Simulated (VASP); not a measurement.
# SiC (P6_3mc) in VASP: notebook

The runs below take SiC through single point, with r2SCAN.

All numbers are computed with VASP 6.6.1; they aren't measurements. Logs are shortened: lines on timing, memory, paths and dates and some standing lists are left out, and cuts for length are marked.

**1. The cell of the first run**

It takes space group P6_3mc (No. 186, hexagonal). The conventional cell has a = 3.106 Å, b = 3.106 Å, c = 5.040 Å, α = 90.00°, β = 90.00°, γ = 120.00°. Si (site symmetry 3m) has 4 C at 1.90 Å within 2.5 Å. C (site symmetry 3m) has 4 Si at 1.90 Å within 2.5 Å.

**2. Single point, r2SCAN (in-plane strain +0.01, then relaxed in part)**

Contents of POSCAR:

```
SiC
1.0
    3.1060896259      0.0000000000      0.0000000000
   -1.5530448129      2.6899525225      0.0000000000
    0.0000000000      0.0000000000      5.0397087549
Si C
2 2
Direct
    0.3333333333      0.6666666667      0.0040481165
    0.6666666667      0.3333333333      0.5040481165
    0.3333333333      0.6666666667      0.3809518835
    0.6666666667      0.3333333333      0.8809518835
```

Contents of INCAR.step1:

```
SYSTEM = SiC
PREC = Accurate
ENCUT = 520
ISMEAR = 0
SIGMA = 0.01
LREAL = .FALSE.
LASPH = .TRUE.
NELM = 80
NBANDS = 16
GGA = PE
ALGO = Normal
EDIFF = 1E-4
LWAVE = .TRUE.
LCHARG = .FALSE.
```

Contents of INCAR.step2:

```
SYSTEM = SiC
PREC = Accurate
ENCUT = 520
EDIFF = 1E-7
ISMEAR = 0
SIGMA = 0.01
LREAL = .FALSE.
LASPH = .TRUE.
NELM = 80
ALGO = Normal
ISIF = 2
LWAVE = .FALSE.
LCHARG = .FALSE.
METAGGA = R2SCAN
LMIXTAU = .TRUE.
NBANDS = 16
ISTART = 1
```

Contents of KPOINTS:

```
Automatic mesh
0
G
  8 8 6
  0 0 0
```

Potentials or basis: VASP PAW PBE potentials, release 64 (Si, C).

Run with:

```sh
$ cat potpaw_PBE.64/Si/POTCAR potpaw_PBE.64/C/POTCAR > POTCAR
$ cp INCAR.step1 INCAR
$ mpirun -np 1 vasp_std > vasp.out
$ cp INCAR.step2 INCAR
$ mpirun -np 1 vasp_std > vasp.out
```

OUTCAR:

```text
SYSTEM = SiC
   PREC = Accurate
   ENCUT = 520
   EDIFF = 1E-7
   ISMEAR = 0
   LREAL = .FALSE.
   LASPH = .TRUE.
   NELM = 80
   ISIF = 2
   METAGGA = R2SCAN
   ISTART = 1

 ion  position               nearest neighbor table
   1  0.333  0.667  0.004-   4 1.90   4 1.90   4 1.90   3 1.90   2 3.09   2 3.09   2 3.09   2 3.09
                             2 3.09   2 3.09
   2  0.667  0.333  0.504-   3 1.90   3 1.90   3 1.90   4 1.90   1 3.09   1 3.09   1 3.09   1 3.09
                             1 3.09   1 3.09
   3  0.333  0.667  0.381-   2 1.90   2 1.90   2 1.90   1 1.90
   4  0.667  0.333  0.881-   1 1.90   1 1.90   1 1.90   2 1.90

  LATTYP: Found a hexagonal cell.
 ALAT       =     3.1060896259
 C/A-ratio  =     1.6225252204

  Lattice vectors:

 A1 = (   3.1060896259,   0.0000000000,   0.0000000000)
 A2 = (  -1.5530448129,   2.6899525225,   0.0000000000)
 A3 = (   0.0000000000,   0.0000000000,   5.0397087549)

Analysis of symmetry for initial positions (statically):
=====================================================================
 Subroutine PRICEL returns:
 Original cell was already a primitive cell.

 Routine SETGRP: Setting up the symmetry group for a
 hexagonal supercell.

 Subroutine GETGRP returns: Found 12 space group operations
 (whereof  6 operations were pure point group operations)
 out of a pool of 24 trial point group operations.

The static configuration has the point symmetry C_3v.
 The point group associated with its full space group is C_6v.

Analysis of symmetry for dynamics (positions and initial velocities):
=====================================================================
 Subroutine PRICEL returns:
 Original cell was already a primitive cell.

 Routine SETGRP: Setting up the symmetry group for a
 hexagonal supercell.

 Subroutine GETGRP returns: Found 12 space group operations
 (whereof  6 operations were pure point group operations)
 out of a pool of 24 trial point group operations.

The dynamic configuration has the point symmetry C_3v.
 The point group associated with its full space group is C_6v.

 Subroutine INISYM returns: Found 12 space group operations
 (whereof  6 operations are pure point group operations),
 and found     1 'primitive' translations

----------------------------------------------------------------------------------------

                                     Primitive cell

  volume of cell :      42.1079

  direct lattice vectors                    reciprocal lattice vectors
     3.106089626  0.000000000  0.000000000     0.321948212  0.185876887  0.000000000
    -1.553044813  2.689952523  0.000000000     0.000000000  0.371753773  0.000000000
     0.000000000  0.000000000  5.039708755     0.000000000  0.000000000  0.198424165

  length of vectors
     3.106089626  3.106089626  5.039708755     0.371753773  0.371753773  0.198424165

  position of ions in fractional coordinates (direct lattice)
     0.333333333  0.666666667  0.004048117
     0.666666667  0.333333333  0.504048117
     0.333333333  0.666666667  0.380951884
     0.666666667  0.333333333  0.880951884

  ion indices of the primitive-cell ions
   primitive index   ion index
                 1           1
                 2           2
                 3           3
                 4           4

----------------------------------------------------------------------------------------

 KPOINTS: Automatic mesh

Automatic generation of k-mesh.
 Grid dimensions read from file:
 generate k-points for:    8    8    6

 Generating k-lattice:

  Cartesian coordinates                     Fractional coordinates (reciprocal lattice)
     0.040243526  0.023234611  0.000000000     0.125000000 -0.000000000  0.000000000
     0.000000000  0.046469222  0.000000000     0.000000000  0.125000000  0.000000000
     0.000000000  0.000000000  0.033070694     0.000000000  0.000000000  0.166666667

  Length of vectors
     0.046469222  0.046469222  0.033070694

  Shift w.r.t. Gamma in fractional coordinates (k-lattice)
     0.000000000  0.000000000  0.000000000

 Subroutine IBZKPT returns following result:
 ===========================================

 Found     40 irreducible k-points:

 Following reciprocal coordinates:
            Coordinates               Weight
  0.000000  0.000000  0.000000      1.000000
  0.125000  0.000000  0.000000      6.000000
  0.250000  0.000000  0.000000      6.000000
  0.375000  0.000000  0.000000      6.000000
  0.500000  0.000000  0.000000      3.000000
  0.125000  0.125000  0.000000      6.000000
[... 16 lines left out ...]
  0.250000  0.000000  0.333333     12.000000
  0.375000  0.000000  0.333333     12.000000
 [... further k-points ...]
   k-points           NKPTS =     40   k-points in BZ     NKDIM =     40   number of bands    NBANDS=     16
   number of dos      NEDOS =    301   number of ions     NIONS =      4
   total plane-waves  NPLWV =  23040
   dimension x,y,z NGX =    24 NGY =   24 NGZ =   40
   dimension x,y,z NGXF=    48 NGYF=   48 NGZF=   80
   ions per type =               2   2
   NGX,Y,Z   is equivalent  to a cutoff of  12.85, 12.85, 13.19 a.u.
   NGXF,Y,Z  is equivalent  to a cutoff of  25.69, 25.69, 26.39 a.u.
 SYSTEM =  SiC
   PREC   = accura    normal or accurate (medium, high low for compatibility)
   ISTART =      1    job   : 0-new  1-cont  2-samecut
   ICHARG =      0    charge: 1-file 2-atom 10-const
   ISPIN  =      1    spin polarized calculation?
   LNONCOLLINEAR =      F non collinear calculations
   LSORBIT =      F    spin-orbit coupling
   LASPH  =      T    aspherical Exc in radial PAW
   ENCUT  =  520.0 eV  38.22 Ry    6.18 a.u.   5.78  5.78  9.37*2*pi/ulx,y,z
   NELM   =     80;   NELMIN=  2; NELMDL=  0     # of ELM steps
   EDIFF  = 0.1E-06   stopping-criterion for ELM
   LREAL  =      F    real-space projection
   EDIFFG = 0.1E-05   stopping-criterion for IOM
   NSW    =      0    number of steps for IOM
   IBRION =     -1    ionic relax: 0-MD 1-quasi-New 2-CG
   NFREE  =      0    steps in history (QN), initial steepest desc. (CG)
   ISIF   =      2    stress and relaxation
   ISYM   =      2    0-nonsym 1-usesym 2-fastsym
   POTIM  = 0.5000    time-step for ionic-motion
   TEBEG  =    0.0;   TEEND  =   0.0 temperature during run
   PSTRESS=    0.0 pullay stress
   NELECT =      16.0000    total number of electrons
   NUPDOWN=      -1.0000    fix difference up-down
   EMIN   =  10.00;   EMAX   =-10.00  energy-range for DOS
   EFERMI =   0.00;   METHOD = LEGACY
   ISMEAR =     0;   SIGMA  =   0.01  broadening in eV -4-tet -1-fermi 0-gaus
   EFERMI_NEDOS =   21; number of points for ismear=-14 and -15
   IALGO  =     38    algorithm
   IMIX   =      4    mixing-type and parameters
     AMIX     =   0.40;   BMIX     =  1.00
     AMIX_MAG =   1.60;   BMIX_MAG =  1.00
  volume/ion in A,a.u.               =      10.53        71.04
  Fermi-wavevector in a.u.,A,eV,Ry     =   1.185751  2.240744 19.129864  1.406005
  Thomas-Fermi vector in A             =   2.321938
   LORBIT       =      0    0 simple, 1 ext, 2 COOP (PROOUT), +10 PAW based schemes
   METAGGA = R2SCAN    functional components
   LHFCALC =     F    Hartree Fock is set to
   AEXX    =    0.0000 exact exchange contribution
   IVDW    =     0    specifies the selected vdW correction
   LEPSILON=     F    determine dielectric tensor
   LRPA    =     F    only Hartree local field effects (RPA)
 non-spin polarized calculation
 Gauss-broadening in eV      SIGMA  =   0.01
  energy-cutoff  :      520.00
  volume of cell :       42.11
 maximum number of plane-waves:      1150
 NGX is ok and might be reduce to    24
   NGX = 11   NGY = 11   NGZ = 19

 number of electron      16.0000000 magnetization

 Free energy of the ion-electron system (eV)
  ---------------------------------------------------
  ext. energy  EPLUGINS =         0.00000000
  ---------------------------------------------------
  free energy    TOTEN  =       -38.62035734 eV

  energy without entropy =      -38.62035734  energy(sigma->0) =      -38.62035734

 E-fermi :   8.0013     XC(G=0): -11.8465

 val. band max:        7.9145372243   @ k =   0.0000   0.0000   0.0000
 cond. band min:      10.9325769266   @ k =   0.3750   0.2500   0.0000
 fundamental gap:      3.0180397023
 Fermi energy:         8.0013408344

 k-point     1 :       0.0000    0.0000    0.0000
  band No.  band energies     occupation
      1      -8.2670      2.00000
      2      -4.6192      2.00000
      3      -0.9097      2.00000
      4       6.4812      2.00000
      5       6.4812      2.00000
      6       7.9054      2.00000
[... 8 lines left out ...]
     15      17.3491      0.00000
     16      19.8152      0.00000

 k-point     2 :       0.1250    0.0000    0.0000
  band No.  band energies     occupation
      1      -7.9934      2.00000
      2      -4.3923      2.00000
      3      -0.6611      2.00000
      4       5.0860      2.00000
      5       6.0424      2.00000
      6       6.9133      2.00000
[... 8 lines left out ...]
     15      18.0140      0.00000
     16      18.3394      0.00000

 k-point     3 :       0.2500    0.0000    0.0000
  band No.  band energies     occupation
      1      -7.1927      2.00000
      2      -3.7782      2.00000
      3       0.0098      2.00000
      4       2.6589      2.00000
      5       4.8549      2.00000
      6       5.2519      2.00000
[... 8 lines left out ...]
     15      18.6532      0.00000
     16      19.2833      0.00000
[... 362 lines left out ...]
 k-point    23 :       0.2500    0.0000    0.3333
  band No.  band energies     occupation
      1      -6.6499      2.00000
      2      -5.1444      2.00000
      3       1.6685      2.00000
      4       3.4820      2.00000
      5       3.7928      2.00000
      6       5.6562      2.00000
[... 8 lines left out ...]
     15      18.8233      0.00000
     16      19.3992      0.00000

 k-point    24 :       0.3750    0.0000    0.3333
  band No.  band energies     occupation
      1      -5.4597      2.00000
      2      -4.1422      2.00000
      3       0.1253      2.00000
      4       1.3978      2.00000
      5       3.8666      2.00000
      6       5.0765      2.00000
[... 8 lines left out ...]
     15      20.3577      0.00000
     16      20.6509      0.00000

 [... further k-points ...]

------------------------ aborting loop because EDIFF is reached ----------------------------------------

  FORCE on cell =-STRESS in cart. coord.  units (eV):
  Direction    XX          YY          ZZ          XY          YZ          ZX
  --------------------------------------------------------------------------------------
  -------------------------------------------------------------------------------------
  Total       -1.6384195     -1.6384195     -0.0341842     -0.0000000      0.0000000      0.0000000
  in kB      -62.3406958    -62.3406958     -1.3006852     -0.0000000      0.0000000      0.0000000
  external PRESSURE =     -41.9940256 kB  Pullay stress =       0.0000000 kB

 VOLUME and BASIS-vectors are now :
 -----------------------------------------------------------------------------
  energy-cutoff  :      520.00
  volume of cell :       42.11
      direct lattice vectors                 reciprocal lattice vectors
     3.106089626  0.000000000  0.000000000     0.321948212  0.185876887  0.000000000
    -1.553044813  2.689952523  0.000000000     0.000000000  0.371753773  0.000000000
     0.000000000  0.000000000  5.039708755     0.000000000  0.000000000  0.198424165

 POSITION                                       TOTAL-FORCE (eV/Angst)
 -----------------------------------------------------------------------------------
     -0.00000      1.79330      0.02040        -0.000000     -0.000000      0.000783
      1.55304      0.89665      2.54026         0.000000      0.000000      0.000783
     -0.00000      1.79330      1.91989         0.000000     -0.000000     -0.000783
      1.55304      0.89665      4.43974        -0.000000      0.000000     -0.000783
 -----------------------------------------------------------------------------------
    total drift:                               -0.000000     -0.000000      0.000711

  FREE ENERGIE OF THE ION-ELECTRON SYSTEM (eV)
  ---------------------------------------------------
  free  energy   TOTEN  =       -38.6203573441 eV

  energy  without entropy=      -38.6203573441  energy(sigma->0) =      -38.62035734
```

Wall time 49 s (1 thread of Intel Xeon 6975P-C (Granite Rapids), shared host); peak memory 0.16 GiB.

What came out:

```
Free energy            : -38.6204 eV
Pressure               : -4.2 GPa
Band gap on the k mesh : 3.02 eV, indirect (least direct gap 4.34 eV)
```

Stress tensor (GPa, compression positive):
```
-6.23  0.00  0.00
 0.00 -6.23  0.00
 0.00  0.00 -0.13
```

Caveat: the cell differs from its parent crystal (in-plane strain +0.01, then relaxed in part); the PAW data sets were made with another functional, which shifts forces and pressure a little. A k mesh can miss the band edges.

(Part 1 of 2 ends here.)
